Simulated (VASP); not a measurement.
# Pb (P6_3/mmc) in VASP: a series of runs, part 2 of 2

VASP 6.6.1. The steps go on from the part before.

## 3. Single point, PBEsol

This run uses another cell than the first one: it holds 4 atoms, not 6.

The input, INCAR:

```
SYSTEM = Pb
ALGO = Fast ; EDIFF = 1E-7
ENCUT = 520 ; GGA = PS
ISIF = 2 ; ISMEAR = 0
LASPH = .True. ; LCHARG = .True.
LELF = .True. ; LREAL = .False.
LVHAR = .True. ; LWAVE = .False.
NBANDS = 36 ; NELM = 60
PREC = Accurate ; SIGMA = 0.1
```

The input, KPOINTS:

```
k-points
0
Gamma
  15 15 4
  0 0 0
```

The input, POSCAR:

```
Pb
1.0
    3.4819217146      0.0000000000      0.0000000000
   -1.7409608573      3.0154326589      0.0000000000
    0.0000000000      0.0000000000     11.4151014318
Pb
4
Direct
    0.0000000000      0.0000000000      0.0000000000
    0.3333333333      0.6666666667      0.2500000000
    0.0000000000      0.0000000000      0.5000000000
    0.6666666667      0.3333333333      0.7500000000
```

Potentials or basis: VASP PAW PBE potentials, release 64 (Pb_d).

On the command line:

```bash
cat potpaw_PBE.64/Pb_d/POTCAR > POTCAR
mpirun -np 1 vasp_std > vasp.out
```

OUTCAR:

```text
SYSTEM = Pb
   EDIFF = 1E-7
   ENCUT = 520
   GGA = PS
   ISIF = 2
   ISMEAR = 0
   LASPH = .True.
   LREAL = .False.
   NELM = 60
   PREC = Accurate

 ion  position               nearest neighbor table
   1  0.000  0.000  0.000-   2 3.49   4 3.49   4 3.49   2 3.49   4 3.49   2 3.49
   2  0.333  0.667  0.250-   1 3.49   3 3.49   1 3.49   3 3.49   1 3.49   3 3.49
   3  0.000  0.000  0.500-   2 3.49   4 3.49   4 3.49   2 3.49   4 3.49   2 3.49
   4  0.667  0.333  0.750-   1 3.49   3 3.49   1 3.49   3 3.49   1 3.49   3 3.49

  LATTYP: Found a hexagonal cell.
 ALAT       =     3.4819217146
 C/A-ratio  =     3.2783911780

  Lattice vectors:

 A1 = (   3.4819217146,   0.0000000000,   0.0000000000)
 A2 = (  -1.7409608573,   3.0154326589,   0.0000000000)
 A3 = (   0.0000000000,   0.0000000000,  11.4151014318)

Analysis of symmetry for initial positions (statically):
=====================================================================
 Subroutine PRICEL returns:
 Original cell was already a primitive cell.

 Routine SETGRP: Setting up the symmetry group for a
[... 174 lines left out ...]
  energy without entropy =      -15.98172910  energy(sigma->0) =      -15.98580872

 E-fermi :   7.2296     XC(G=0): -10.3995

 val. band max:        7.1938253855   @ k =   0.3333   0.2667   0.5000
 cond. band min:       7.2329447482   @ k =   0.2667  -0.0000   0.5000
 fundamental gap:      0.0391193627
 Fermi energy:         7.2295606782

 k-point     1 :       0.0000    0.0000    0.0000
  band No.  band energies     occupation
      1      -9.8002      2.00000
      2      -9.7851      2.00000
      3      -9.7655      2.00000
      4      -9.7655      2.00000
      5      -9.7644      2.00000
      6      -9.7633      2.00000
[... 925 lines left out ...]
     35      11.0310      0.00000
     36      11.8132      0.00000

 [... further k-points ...]

------------------------ aborting loop because EDIFF is reached ----------------------------------------

  FORCE on cell =-STRESS in cart. coord.  units (eV):
  Direction    XX          YY          ZZ          XY          YZ          ZX
  --------------------------------------------------------------------------------------
  -------------------------------------------------------------------------------------
  Total       -0.1801786     -0.1801786     -0.1826163     -0.0000000     -0.0000000     -0.0000000
  in kB       -2.4086038     -2.4086038     -2.4411907     -0.0000000     -0.0000000     -0.0000000
  external PRESSURE =      -2.4194661 kB  Pullay stress =       0.0000000 kB

 VOLUME and BASIS-vectors are now :
 -----------------------------------------------------------------------------
  energy-cutoff  :      520.00
  volume of cell :      119.85
      direct lattice vectors                 reciprocal lattice vectors
     3.481921715  0.000000000  0.000000000     0.287197726  0.165813685  0.000000000
    -1.740960857  3.015432659  0.000000000     0.000000000  0.331627369  0.000000000
     0.000000000  0.000000000 11.415101432     0.000000000  0.000000000  0.087603251

 POSITION                                       TOTAL-FORCE (eV/Angst)
 -----------------------------------------------------------------------------------
      0.00000      0.00000      0.00000        -0.000000      0.000000      0.000000
     -0.00000      2.01029      2.85378        -0.000000      0.000000      0.000000
      0.00000      0.00000      5.70755        -0.000000      0.000000      0.000000
      1.74096      1.00514      8.56133         0.000000      0.000000     -0.000000
 -----------------------------------------------------------------------------------
    total drift:                                0.000000     -0.000000      0.000000

  FREE ENERGIE OF THE ION-ELECTRON SYSTEM (eV)
  ---------------------------------------------------
  free  energy   TOTEN  =       -15.9898883356 eV

  energy  without entropy=      -15.9817290957  energy(sigma->0) =      -15.98580872
```

Run time: 6.1 min. Hardware: 1 thread of AMD EPYC 7R13 (Zen 3), shared host; peak memory 0.38 GiB.

What came out:

```
Free energy            : -15.9899 eV
Pressure               : -0.2 GPa
Band gap on the k mesh : zero (bands 28 and 29 overlap by 7.86 eV)
```

Levels at points of the mesh, in eV from the Fermi level:
```
           k point  band 24  band 25  band 26  band 27  band 28  band 29  band 30  band 31  band 32  band 33
(0.00, 0.00, 0.00)    -8.18    -4.28     0.72     0.72     5.68     5.68     6.48     6.48     6.54     6.54
(0.00, 0.00, 0.50)    -9.23    -2.59    -2.59     4.62     4.62     5.91     5.91     5.91     5.91     7.19
```

Caveat: the PAW data sets were made with another functional, which shifts forces and pressure a little; spin-orbit coupling is left out, which moves the levels of the heavy elements.

## 4. Relaxation of cell and atoms, PBEsol

This run uses another cell than the first one: it holds 2 atoms, not 6.

The input, INCAR:

```
PREC = Accurate ; ENCUT = 600
EDIFF = 1E-6 ; ISMEAR = 0
SIGMA = 0.1 ; LREAL = F
LASPH = T ; NELM = 80
ALGO = Fast ; ISIF = 3
LWAVE = F ; LCHARG = F
GGA = PS ; IBRION = 2
NSW = 100 ; EDIFFG = -0.005
```

The input, KPOINTS:

```
Automatic mesh
0
Gamma
  15 15 8
```

The input, POSCAR:

```
Pb
1.0
    3.5002070000      0.0000000000      0.0000000000
   -1.7501030000      3.0312680000      0.0000000000
    0.0000000000      0.0000000000      5.7158140000
Pb
2
Direct
    0.0000000000      0.0000000000      0.0000000000
    0.3333333300      0.6666666700      0.5000000000
```

On the command line:

```bash
cat potpaw_PBE.64/Pb_d/POTCAR > POTCAR
mpirun -np 1 vasp_std > vasp.out
```

Run time: 6 min. Hardware: 1 thread of AMD EPYC 7R13 (Zen 3), shared host; peak memory 0.27 GiB.

The run converged. Its results:

```
Free energy                           : -7.9860 eV
Relaxed volume                        : 29.91 Å³/atom
Relaxed cell                          : a = 3.473 Å, b = 3.473 Å, c = 5.726 Å, α = 90.00°, β = 90.00°, γ = 120.00°
Space group after relaxing (to 0.1 Å) : P6_3/mmc (No. 194)
Energy gained by relaxing             : 1.3 meV/atom
Ionic steps                           : 6
Pressure after relaxing               : 0.0 GPa
Band gap on the k mesh                : zero (bands 14 and 15 overlap by 7.88 eV)
```

Step by step:
| step | energy change (eV) | largest force (eV/Å) | pressure (GPa) | volume (Å³) |
| --- | --- | --- | --- | --- |
| 1 | 0.0000 | 0.0000 | -0.54 | 60.65 |
| 2 | -0.0025 | 0.0000 | 0.06 | 59.75 |
| 3 | -0.0025 | 0.0000 | 0.03 | 59.74 |
| 4 | -0.0026 | 0.0000 | 0.01 | 59.80 |
| 5 | -0.0026 | 0.0000 | -0.04 | 59.82 |
| 6 | -0.0026 | 0.0000 | -0.01 | 59.83 |

Final structure:
```
Pb
1.0
     3.47336    0.00000    0.00000
    -1.73668    3.00801    0.00000
     0.00000    0.00000    5.72610
Pb
2
Cartesian
  3.4734 0.0000 0.0000
  0.0000 2.0053 2.8631
```

Levels at points of the mesh, in eV from the Fermi level:
```
           k point  band 11  band 12  band 13  band 14  band 15  band 16  band 17  band 18
(0.00, 0.00, 0.00)   -11.81    -8.18    -4.25     5.79     5.79     7.52     7.57     7.57
(0.00, 0.00, 0.50)   -10.61   -10.61     0.70     0.70     6.64     6.64     6.64     6.64
```

Caveat: the PAW data sets were made with another functional, which shifts forces and pressure a little; spin-orbit coupling is left out, which moves the levels of the heavy elements.

## 5. Summary

| task | cell | k mesh | cutoff (eV) | gap on the mesh (eV) | pressure (GPa) |
| --- | --- | --- | --- | --- | --- |
| single point | a = 3.512, b = 3.512, c = 16.837 Å, angles 90.0, 90.0, 120.0°, 6 atoms, atomic positions A | 15 × 15 × 3 | 520 | none | -0.1 |
| single point | a = 3.482, b = 3.482, c = 11.415 Å, angles 90.0, 90.0, 120.0°, 4 atoms, atomic positions B | 15 × 15 × 4 | 520 | none | -0.2 |
| relaxation of cell and atoms | relaxed from a = 3.500, b = 3.500, c = 5.716 Å, angles 90.0, 90.0, 120.0°, 2 atoms, atomic positions C | 15 × 15 × 8 | 600 | none | 0.0 |

Alike in all rows: level PBEsol; potentials or basis VASP PAW PBE potentials, release 64 (Pb_d); no spin polarisation; smearing gaussian 0.1 eV.

Caveats: the PAW data sets were made with another functional, which shifts forces and pressure a little; spin-orbit coupling is left out, which moves the levels of the heavy elements.

Absolute energies hang on the potentials; compare differences alone.
